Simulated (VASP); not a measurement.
# BaTiO3 in VASP: settings compared

The runs below take BaTiO3 through single point, with PBE, PBEsol+U, PBEsol.

Everything below comes from runs of VASP 6.6.1. Logs are shortened: lines on timing, memory, paths and dates and some standing lists are left out, and cuts for length are marked.

## 1. The cell of the first run

The structure is trigonal, space group R3m (No. 160). Conventional cell: a = 5.655 Å, b = 5.655 Å, c = 6.955 Å, α = 90.00°, β = 90.00°, γ = 120.00°. Within 3.7 Å of Ba (site symmetry 3m) lie 12 O at 2.79 to 2.89 Å and 8 Ti at 3.37 to 3.59 Å. Ti (site symmetry 3m) has 6 O at 1.87 to 2.14 Å within 2.5 Å. O (site symmetry m) has 2 Ti at 1.87 to 2.14 Å within 2.5 Å.

## 2. Single point, PBE

INCAR reads:

```
SYSTEM = BaTiO3
PREC = Accurate
ENCUT = 1340
EDIFF = 1E-6
ISMEAR = -1
SIGMA = 0.05
LREAL = .False.
LASPH = .True.
NELM = 120
ALGO = Normal
ISIF = 2
LWAVE = .False.
LCHARG = .True.
GGA = PE
LELF = .True.
LVHAR = .True.
NBANDS = 28
GGA_COMPAT = .False.
```

KPOINTS reads:

```
regular mesh
0
Gamma
  5 5 5
  0 0 0
```

POSCAR reads:

```
BaTiO3
1.0
    2.8273666084      1.6323808724      2.3183934932
   -2.8273666084      1.6323808724      2.3183934932
    0.0000000000     -3.2647617449      2.3183934932
Ba Ti O
1 1 3
Direct
    0.0000000000      0.0000000000      0.0000000000
    0.4845000000      0.4845000000      0.4845000000
    0.5086000000      0.0175000000      0.5086000000
    0.0175000000      0.5086000000      0.5086000000
    0.5086000000      0.5086000000      0.0175000000
```

Potentials or basis: VASP PAW PBE potentials, release 64 (Ba_sv, Ti_sv, O_h).

Launch:

```console
> cat potpaw_PBE.64/Ba_sv/POTCAR potpaw_PBE.64/Ti_sv/POTCAR potpaw_PBE.64/O_h/POTCAR > POTCAR
> mpirun -np 1 vasp_std > vasp.out
```

OUTCAR:

```text
SYSTEM = BaTiO3
   PREC = Accurate
   ENCUT = 1340
   EDIFF = 1E-6
   ISMEAR = -1
   LREAL = .False.
   LASPH = .True.
   NELM = 120
   ISIF = 2
   GGA = PE

 ion  position               nearest neighbor table
   1  0.000  0.000  0.000-   5 2.79   4 2.79   3 2.79   4 2.83   3 2.83   4 2.83   3 2.83   5 2.83
                             5 2.83   5 2.89   4 2.89   3 2.89   2 3.37   2 3.43   2 3.43   2 3.43
   2  0.484  0.484  0.484-   3 1.87   4 1.87   5 1.87   3 2.14   4 2.14   5 2.14   1 3.37   1 3.43
                             1 3.43   1 3.43   1 3.50   1 3.50   1 3.50   1 3.59
   3  0.509  0.017  0.509-   2 1.87   2 2.14   1 2.79   1 2.83   1 2.83   1 2.89
   4  0.017  0.509  0.509-   2 1.87   2 2.14   1 2.79   1 2.83   1 2.83   1 2.89
   5  0.509  0.509  0.017-   2 1.87   2 2.14   1 2.79   1 2.83   1 2.83   1 2.89

  LATTYP: Found a trigonal (rhomboedric) cell.
 ALAT       =     4.0042000000
 COS(alpha) =     0.0028448828

  Lattice vectors:

 A1 = (   2.8273666084,   1.6323808724,   2.3183934932)
 A2 = (  -2.8273666084,   1.6323808724,   2.3183934932)
 A3 = (   0.0000000000,  -3.2647617449,   2.3183934932)

Analysis of symmetry for initial positions (statically):
=====================================================================
 Subroutine PRICEL returns:
 Original cell was already a primitive cell.

 Routine SETGRP: Setting up the symmetry group for a
 trigonal (rhombohedral) supercell.

 Subroutine GETGRP returns: Found  6 space group operations
 (whereof  6 operations were pure point group operations)
 out of a pool of 12 trial point group operations.

The static configuration has the point symmetry C_3v.

Analysis of symmetry for dynamics (positions and initial velocities):
=====================================================================
 Subroutine PRICEL returns:
 Original cell was already a primitive cell.

 Routine SETGRP: Setting up the symmetry group for a
 trigonal (rhombohedral) supercell.

 Subroutine GETGRP returns: Found  6 space group operations
 (whereof  6 operations were pure point group operations)
 out of a pool of 12 trial point group operations.

The dynamic configuration has the point symmetry C_3v.

 Subroutine INISYM returns: Found  6 space group operations
 (whereof  6 operations are pure point group operations),
 and found     1 'primitive' translations

----------------------------------------------------------------------------------------

[... 92 lines left out ...]
   EDIFF  = 0.1E-05   stopping-criterion for ELM
   LREAL  =      F    real-space projection
   EDIFFG = 0.1E-04   stopping-criterion for IOM
   NSW    =      0    number of steps for IOM
   IBRION =     -1    ionic relax: 0-MD 1-quasi-New 2-CG
   NFREE  =      0    steps in history (QN), initial steepest desc. (CG)
   ISIF   =      2    stress and relaxation
   ISYM   =      2    0-nonsym 1-usesym 2-fastsym
   POTIM  = 0.5000    time-step for ionic-motion
   TEBEG  =    0.0;   TEEND  =   0.0 temperature during run
   PSTRESS=    0.0 pullay stress
   NELECT =      40.0000    total number of electrons
   NUPDOWN=      -1.0000    fix difference up-down
   EMIN   =  10.00;   EMAX   =-10.00  energy-range for DOS
   EFERMI =   0.00;   METHOD = LEGACY
   ISMEAR =    -1;   SIGMA  =   0.05  broadening in eV -4-tet -1-fermi 0-gaus
   EFERMI_NEDOS =   21; number of points for ismear=-14 and -15
   IALGO  =     38    algorithm
   IMIX   =      4    mixing-type and parameters
     AMIX     =   0.40;   BMIX     =  1.00
     AMIX_MAG =   1.60;   BMIX_MAG =  1.00
  volume/ion in A,a.u.               =      12.84        86.65
  Fermi-wavevector in a.u.,A,eV,Ry     =   1.398237  2.642285 26.600301  1.955067
  Thomas-Fermi vector in A             =   2.521415
   LORBIT       =      0    0 simple, 1 ext, 2 COOP (PROOUT), +10 PAW based schemes
   GGA     = PE    functional components
   LHFCALC =     F    Hartree Fock is set to
   AEXX    =    0.0000 exact exchange contribution
   IVDW    =     0    specifies the selected vdW correction
   LEPSILON=     F    determine dielectric tensor
   LRPA    =     F    only Hartree local field effects (RPA)
 non-spin polarized calculation
  energy-cutoff  :     1340.00
  volume of cell :       64.20
 maximum number of plane-waves:      7168
   NGX = 23   NGY = 23   NGZ = 23

 number of electron      40.0000001 magnetization

 Free energy of the ion-electron system (eV)
  ---------------------------------------------------
  ext. energy  EPLUGINS =         0.00000000
  ---------------------------------------------------
  free energy    TOTEN  =       -40.02160004 eV

  energy without entropy =      -40.02160004  energy(sigma->0) =      -40.02160004

 E-fermi :   5.2197     XC(G=0): -11.2386

 val. band max:        4.0107604986   @ k =   0.4000   0.4000   0.4000
 cond. band min:       6.5087378231   @ k =   0.0000   0.0000   0.0000
 fundamental gap:      2.4979773245
 Fermi energy:         5.2196961146

 k-point     1 :       0.0000    0.0000    0.0000
  band No.  band energies     occupation
      1     -52.1629      2.00000
      2     -28.4189      2.00000
      3     -28.4189      2.00000
      4     -28.4177      2.00000
      5     -20.6796      2.00000
      6     -12.6997      2.00000
[... 578 lines left out ...]
     27      12.0336      0.00000
     28      12.1261      0.00000

------------------------ aborting loop because EDIFF is reached ----------------------------------------

  FORCE on cell =-STRESS in cart. coord.  units (eV):
  Direction    XX          YY          ZZ          XY          YZ          ZX
  --------------------------------------------------------------------------------------
  -------------------------------------------------------------------------------------
  Total        2.6498624      2.6498624      2.5928719     -0.0000000     -0.0000000      0.0000000
  in kB       66.1289891     66.1289891     64.7067558     -0.0000000     -0.0000000      0.0000000
  external PRESSURE =      65.6549113 kB  Pullay stress =       0.0000000 kB

 VOLUME and BASIS-vectors are now :
 -----------------------------------------------------------------------------
  energy-cutoff  :     1340.00
  volume of cell :       64.20
      direct lattice vectors                 reciprocal lattice vectors
     2.827366608  1.632380872  2.318393493     0.176843002  0.102100355  0.143777721
    -2.827366608  1.632380872  2.318393493    -0.176843002  0.102100355  0.143777721
     0.000000000 -3.264761745  2.318393493     0.000000000 -0.204200710  0.143777721

 POSITION                                       TOTAL-FORCE (eV/Angst)
 -----------------------------------------------------------------------------------
      0.00000      0.00000      0.00000         0.000000      0.000000     -0.114547
      0.00000     -0.00000      3.36978         0.000000     -0.000000      0.165672
      1.38852     -0.80166      2.39884         0.121778     -0.070308     -0.017042
     -1.38852     -0.80166      2.39884        -0.121778     -0.070308     -0.017042
      0.00000      1.60332      2.39884         0.000000      0.140617     -0.017042
 -----------------------------------------------------------------------------------
    total drift:                               -0.000000     -0.000000      0.000110

  FREE ENERGIE OF THE ION-ELECTRON SYSTEM (eV)
  ---------------------------------------------------
  free  energy   TOTEN  =       -40.0216000366 eV

  energy  without entropy=      -40.0216000366  energy(sigma->0) =      -40.02160004
```

It took 89 s on 1 thread of Intel Xeon Platinum 8559C (Emerald Rapids), shared host; peak memory 0.41 GiB.

What came out:

```yaml
Free_energy: -40.0216 eV
Pressure: 6.6 GPa
Largest_force: 0.166 eV/Å
Band_gap_on_the_k_mesh: 2.50 eV (least direct gap 2.78 eV)
```

Forces in eV/Å, atoms in the order of the input:
```
Ba   0.000  0.000 -0.115
Ti   0.000  0.000  0.166
O    0.122 -0.070 -0.017
O   -0.122 -0.070 -0.017
O    0.000  0.141 -0.017
```

Caveat: the cell stands under pressure; spin-orbit coupling is left out, which moves the levels of the heavy elements. A k mesh can miss the band edges.

## 3. Single point, PBEsol+U

This run uses another cell than the first one, of 12.64 Å³/atom.

INCAR reads:

```
SYSTEM = BaTiO3
  ALGO = Normal
  EDIFF = 1E-6
  ENCUT = 1340
  GGA = PS
  GGA_COMPAT = .FALSE.
  ISIF = 2
  ISMEAR = -1
  LASPH = .TRUE.
  LCHARG = .FALSE.
  LDAU = .TRUE.
  LDAUJ = 0 0 0
  LDAUL = -1 2 -1
  LDAUPRINT = 1
  LDAUTYPE = 2
  LDAUU = 0 5 0
  LMAXMIX = 4
  LREAL = .FALSE.
  LWAVE = .FALSE.
  NBANDS = 28
  NELM = 200
  PREC = Accurate
  SIGMA = 0.05
```

KPOINTS reads:

```
k-points
0
G
  7 7 7
  0 0 0
```

POSCAR reads:

```
BaTiO3
1.0
    2.8162488102      1.6259620087      2.2994732895
   -2.8162488102      1.6259620087      2.2994732895
    0.0000000000     -3.2519240174      2.2994732894
Ba Ti O
1 1 3
Direct
    0.0038098329      0.0038098329      0.0038098329
    0.5037655347      0.5037655347      0.5037655347
    0.5038650937      0.0038944449      0.5038650937
    0.0038944449      0.5038650937      0.5038650937
    0.5038650937      0.5038650937      0.0038944449
```

Potentials or basis: VASP PAW PBE potentials, release 64 (Ba_sv, Ti_sv, O_h).

Launch:

```console
> cat potpaw_PBE.64/Ba_sv/POTCAR potpaw_PBE.64/Ti_sv/POTCAR potpaw_PBE.64/O_h/POTCAR > POTCAR
> mpirun -np 1 vasp_std > vasp.out
```

Wall time 4.2 min (1 thread of Intel Xeon Platinum 8559C (Emerald Rapids), shared host); peak memory 0.54 GiB.

It converged, with:

```yaml
Free_energy: -38.6533 eV
Pressure: 4.3 GPa
Largest_force: 0.004 eV/Å
Band_gap_on_the_k_mesh: 2.40 eV (least direct gap 2.51 eV)
```

Forces in eV/Å, atoms in the order of the input:
```
Ba   0.000  0.000  0.001
Ti   0.000  0.000  0.004
O    0.002 -0.001 -0.002
O   -0.002 -0.001 -0.002
O    0.000  0.002 -0.002
```

Levels at points of the mesh, in eV from the valence-band top:
```tsv
k point	band 18	band 19	band 20	band 21	band 22	band 23
(0.00, 0.00, 0.00)	-0.12	-0.12	-0.12	2.40	2.40	2.40
```

Eigenvalues of the final occupation matrices:
```tsv
site	spin	trace	eigenvalues
site 2 d	1	0.78	0.10 0.10 0.10 0.24 0.24
site 2 d	2	0.78	0.10 0.10 0.10 0.24 0.24
```

Caveat: the cell stands under pressure; the PAW data sets were made with another functional, which shifts forces and pressure a little; spin-orbit coupling is left out, which moves the levels of the heavy elements. A k mesh can miss the band edges.

## 4. Single point, PBE, non-collinear spin, zero start, spin-orbit coupling

INCAR reads:

```
SYSTEM = BaTiO3
  PREC = Accurate
  ENCUT = 520
  EDIFF = 1E-7
  ISMEAR = -1
  SIGMA = 0.05
  LREAL = .FALSE.
  LASPH = .TRUE.
  NELM = 150
  ALGO = Normal
  ISIF = 2
  LWAVE = .FALSE.
  LCHARG = .TRUE.
  MAGMOM = 0 0 0 0 0 0 0 0 0 0 0 0 0 0 0
  LORBIT = 11
  LSORBIT = .TRUE.
  GGA_COMPAT = .FALSE.
  LORBMOM = .TRUE.
  LMAXMIX = 4
  GGA = PE
  LVHAR = .TRUE.
  NBANDS = 55
```

KPOINTS reads:

```
regular mesh
0
G
  7 7 7
  0 0 0
```

POSCAR reads:

```
BaTiO3
1.0
    2.8273666084      1.6323808724      2.3183934932
   -2.8273666084      1.6323808724      2.3183934932
    0.0000000000     -3.2647617449      2.3183934932
Ba Ti O
1 1 3
Direct
    0.0000000000      0.0000000000      0.0000000000
    0.4845000000      0.4845000000      0.4845000000
    0.5086000000      0.0175000000      0.5086000000
    0.0175000000      0.5086000000      0.5086000000
    0.5086000000      0.5086000000      0.0175000000
```

Potentials or basis: VASP PAW PBE potentials, release 64 (Ba_sv, Ti_sv, O).

Launch:

```console
> cat potpaw_PBE.64/Ba_sv/POTCAR potpaw_PBE.64/Ti_sv/POTCAR potpaw_PBE.64/O/POTCAR > POTCAR
> mpirun -np 1 vasp_ncl > vasp.out
```

Wall time 11 min (1 thread of Intel Xeon Platinum 8259CL at 2.50GHz (Skylake/Cascade Lake), shared host); peak memory 0.56 GiB.

Results (log left out):

| Property | Result |
| --- | --- |
| Free energy | -40.1872 eV |
| Pressure | 6.9 GPa |
| Largest force | 0.213 eV/Å |
| Net moment | 0.00 μB per cell |
| Valence electrons inside the program's atomic spheres | Ba 7.99; Ti 10.30; O 5.04 |

Forces in eV/Å, atoms in the order of the input:
```
Ba   0.000  0.000 -0.118
Ti   0.000  0.000  0.213
O    0.135 -0.078 -0.032
O   -0.135 -0.078 -0.032
O    0.000  0.156 -0.032
```

Stress tensor (GPa, compression positive):
```
6.94 0.00 0.00
0.00 6.94 0.00
0.00 0.00 6.68
```

Moments on the atoms (μB; x, y, z):
```
Ba  0.00 0.00 0.00
Ti  0.00 0.00 0.00
O   0.00 0.00 0.00
O   0.00 0.00 0.00
O   0.00 0.00 0.00
```

Caveat: the cell stands under pressure.

## 5. Single point, PBEsol

This run uses another cell than the first one, of 13.36 Å³/atom.

INCAR reads:

```
ALGO = Normal
EDIFF = 1E-6
ENCUT = 1340
GGA = PS
GGA_COMPAT = False
ISIF = 2
ISMEAR = -1
LASPH = True
LCHARG = False
LREAL = False
LWAVE = False
NBANDS = 28
NELM = 120
PREC = Accurate
SIGMA = 0.05
```

KPOINTS reads:

```
k-points
0
Gamma
  6 6 6
```

Changes to POSCAR since step 4:

```diff
@@ -2,5 +2,5 @@
 1.0
-    2.8273666084      1.6323808724      2.3183934932
-   -2.8273666084      1.6323808724      2.3183934932
-    0.0000000000     -3.2647617449      2.3183934932
+    2.8839139406      1.6650284898      2.3183934932
+   -2.8839139406      1.6650284898      2.3183934932
+    0.0000000000     -3.3300569798      2.3183934932
 Ba Ti O
```

Potentials or basis: VASP PAW PBE potentials, release 64 (Ba_sv, Ti_sv, O_h).

Launch:

```console
> cat potpaw_PBE.64/Ba_sv/POTCAR potpaw_PBE.64/Ti_sv/POTCAR potpaw_PBE.64/O_h/POTCAR > POTCAR
> mpirun -np 1 vasp_std > vasp.out
```

Run time: 4.1 min. Hardware: 1 thread of Intel Xeon Platinum 8375C at 2.90GHz (Ice Lake), shared host; peak memory 0.49 GiB.

The run converged. Its results:

```
Free energy            : -41.9771 eV
Pressure               : -6.0 GPa
Largest force          : 0.243 eV/Å
Band gap on the k mesh : 2.23 eV (least direct gap 2.70 eV)
```

Forces on the atoms (eV/Å):
```
Ba   0.000  0.000 -0.140
Ti   0.000  0.000 -0.229
O   -0.182  0.105  0.123
O    0.182  0.105  0.123
O    0.000 -0.210  0.123
```

Stress tensor (GPa, compression positive):
```
-7.50  0.00  0.00
 0.00 -7.50  0.00
 0.00  0.00 -2.97
```

Levels at points of the mesh, in eV from the valence-band top:
```tsv
k point	band 18	band 19	band 20	band 21	band 22	band 23
(0.00, 0.00, 0.00)	-0.50	-0.48	-0.48	2.23	2.23	2.30
(0.50, 0.00, 0.00)	-1.62	-0.93	-0.90	2.38	3.54	3.65
(0.50, 0.50, 0.00)	-0.92	-0.91	-0.11	3.59	3.64	3.95
(0.50, 0.50, 0.50)	-0.04	-0.04	0.00	4.04	4.22	4.22
```

Caveat: the cell stands under tension; the PAW data sets were made with another functional, which shifts forces and pressure a little; spin-orbit coupling is left out, which moves the levels of the heavy elements.

## 6. Single point, PBEsol+U

This run uses another cell than the first one, of 12.65 Å³/atom.

INCAR reads:

```
SYSTEM = BaTiO3
PREC     = Accurate       ! precision mode
ENCUT    = 1340           ! plane-wave cutoff, eV
EDIFF    = 1E-6           ! SCF threshold, eV
ISMEAR   = -1             ! smearing method
SIGMA    = 0.05           ! smearing width, eV
LREAL    = .FALSE.        ! projectors in reciprocal space
LASPH    = .TRUE.         ! aspherical terms in the spheres
NELM     = 200            ! most SCF steps
ALGO     = Normal         ! electronic algorithm
ISIF     = 2              ! what is computed and relaxed
LWAVE    = .FALSE.        ! write WAVECAR
LCHARG   = .FALSE.        ! write CHGCAR
LMAXMIX  = 4              ! l up to which the mixer works
LDAU     = .TRUE.         ! DFT+U
LDAUTYPE = 2            
LDAUL    = -1 2 -1        ! shell
LDAUU    = 0 3 0          ! U, eV
LDAUJ    = 0 0 0        
LDAUPRINT= 1            
GGA      = PS             ! functional
NBANDS   = 28             ! bands
GGA_COMPAT= .FALSE.
```

KPOINTS reads:

```
Automatic mesh
0
G
  7 7 7
  0 0 0
```

POSCAR reads:

```
BaTiO3
1.0
    2.8160577938      1.6258517253      2.3024245767
   -2.8160577938      1.6258517253      2.3024245767
    0.0000000000     -3.2517034506      2.3024245767
Ba Ti O
1 1 3
Direct
    0.0000047406      0.0000047406      0.0000047406
    0.4934601935      0.4934601935      0.4934601935
    0.5073083092      0.0111184475      0.5073083092
    0.0111184475      0.5073083092      0.5073083092
    0.5073083092      0.5073083092      0.0111184475
```

Potentials or basis: VASP PAW PBE potentials, release 64 (Ba_sv, Ti_sv, O_h).

Launch:

```console
> cat potpaw_PBE.64/Ba_sv/POTCAR potpaw_PBE.64/Ti_sv/POTCAR potpaw_PBE.64/O_h/POTCAR > POTCAR
> mpirun -np 1 vasp_std > vasp.out
```

It took 3.8 min on 1 thread of Intel Xeon Platinum 8488C (Sapphire Rapids), shared host; peak memory 0.54 GiB.

The run converged. Its results:

```yaml
Free_energy: -39.9392 eV
Pressure: 3.2 GPa
Largest_force: 0.288 eV/Å
Band_gap_on_the_k_mesh: 2.33 eV (least direct gap 2.51 eV)
```

Forces in eV/Å, atoms in the order of the input:
```
Ba   0.000  0.000  0.028
Ti   0.000  0.000  0.288
O    0.119 -0.069 -0.105
O   -0.119 -0.069 -0.105
O    0.000  0.138 -0.105
```

Stress tensor (GPa, compression positive):
```
3.27 0.00 0.00
0.00 3.27 0.00
0.00 0.00 3.14
```

Levels at points of the mesh, in eV from the valence-band top:
```tsv
k point	band 17	band 18	band 19	band 20	band 21	band 22	band 23	band 24
(0.00, 0.00, 0.00)	-1.07	-0.22	-0.18	-0.18	2.33	2.33	2.38	4.30
```

Eigenvalues of the final occupation matrices:
```csv
site,spin,trace,eigenvalues
site 2 d,1,0.83,0.11 0.11 0.11 0.25 0.25
site 2 d,2,0.83,0.11 0.11 0.11 0.25 0.25
```

Caveat: the cell stands under pressure; the PAW data sets were made with another functional, which shifts forces and pressure a little; spin-orbit coupling is left out, which moves the levels of the heavy elements.

## 7. Summary

```tsv
level	potentials or basis	spin	U	cell	k mesh	cutoff (eV)	gap on the mesh (eV)	pressure (GPa)	largest force (eV/Å)
PBE	VASP PAW PBE potentials, release 64 (Ba_sv, Ti_sv, O_h)	off	-	a = 4.004 Å, angles 89.8°, 5 atoms, atomic positions A	5 × 5 × 5	1340	2.50	6.6	0.17
PBEsol+U	VASP PAW PBE potentials, release 64 (Ba_sv, Ti_sv, O_h)	off	Ti d U = 5.0 eV	a = 3.983 Å, 5 atoms, atomic positions B	7 × 7 × 7	1340	2.40	4.3	-
PBE	VASP PAW PBE potentials, release 64 (Ba_sv, Ti_sv, O)	non-collinear, zero start, SOC	-	a = 4.004 Å, angles 89.8°, 5 atoms, atomic positions A	7 × 7 × 7	520	-	6.9	0.21
PBEsol	VASP PAW PBE potentials, release 64 (Ba_sv, Ti_sv, O_h)	off	-	a = 4.058 Å, angles 90.6°, 5 atoms, atomic positions A	6 × 6 × 6	1340	2.23	-6.0	0.24
PBEsol+U	VASP PAW PBE potentials, release 64 (Ba_sv, Ti_sv, O_h)	off	Ti d U = 3.0 eV	a = 3.984 Å, angles 89.9°, 5 atoms, atomic positions C	7 × 7 × 7	1340	2.33	3.2	0.29
```

Alike in all rows: task single point; smearing fermi-dirac 0.05 eV.

Caveats: the cell stands under pressure (at least some runs); spin-orbit coupling is left out, which moves the levels of the heavy elements (at least some runs); the PAW data sets were made with another functional, which shifts forces and pressure a little (at least some runs); the cell stands under tension (at least some runs).

Absolute energies hang on the potentials; compare differences alone.
